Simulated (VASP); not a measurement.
A run of VASP 6.6.1 is set up as follows.

The input INCAR:

```
ALGO = Normal
EDIFF = 1E-7
EDIFFG = -0.08
ENCUT = 600
GGA = PE
GGA_COMPAT = False
IBRION = 2
ISIF = 3
ISMEAR = 0
LASPH = True
LCHARG = False
LREAL = False
LWAVE = False
NELM = 120
NELMIN = 4
NSW = 36
PREC = Accurate
SIGMA = 0.2
```

KPOINTS

```
k-points
0
Gamma
  4 4 4
```

POSCAR

```
SrAlO4
1.0
    4.8986713600      0.0000000000      0.0000000000
   -2.4493356800      4.2423738400      0.0000000000
    0.0000000000      0.0000000000      3.9460466400
Sr Al O
1 1 4
Direct
    0.0000000000      0.0000000000      0.0000000000
    0.3333333300      0.6666666700      0.0000000000
    0.6666666700      0.3333333300      0.0000000000
    0.0077680100      0.5038840100      0.5000000000
    0.4961159900      0.9922319900      0.5000000000
    0.4961159900      0.5038840100      0.5000000000
```

Potentials or basis: VASP PAW PBE potentials, release 64 (Sr_sv, Al, O).

Command:

```bash
$ cat potpaw_PBE.64/Sr_sv/POTCAR potpaw_PBE.64/Al/POTCAR potpaw_PBE.64/O/POTCAR > POTCAR
$ mpirun -np 1 vasp_std > vasp.out
```

Problem. Predict the relaxed volume.

Solution. 11.71 Å³/atom.

Problem. What does it give for the band gap on the k mesh?

Solution. Zero (an odd number of electrons rules out a gap without spin polarisation).

Problem. Estimate the relaxed cell.

Solution. a = 5.306 Å, b = 5.306 Å, c = 2.882 Å, α = 90.00°, β = 90.00°, γ = 120.00°.

Final structure:
```
Sr Al O
1.0
     5.30618    0.00000    0.00000
    -2.65309    4.59528    0.00000
     0.00000    0.00000    2.88168
Sr Al O
1 1 4
Direct
  0.00000 0.00000 0.00000
  0.33333 0.66667 0.00000
  0.66667 0.33333 0.00000
  0.04212 0.52106 0.50000
  0.47894 0.95788 0.50000
  0.47894 0.52106 0.50000
```

Caveat: the k points lie up to 0.55 Å⁻¹ apart in the final cell, too coarse for converged energies and pressures of a metal; a cell axis changed by over 15 % at a fixed basis, so the end point is rough; an odd number of electrons without spin polarisation forces a metal; a magnetic or distorted state may lie lower.
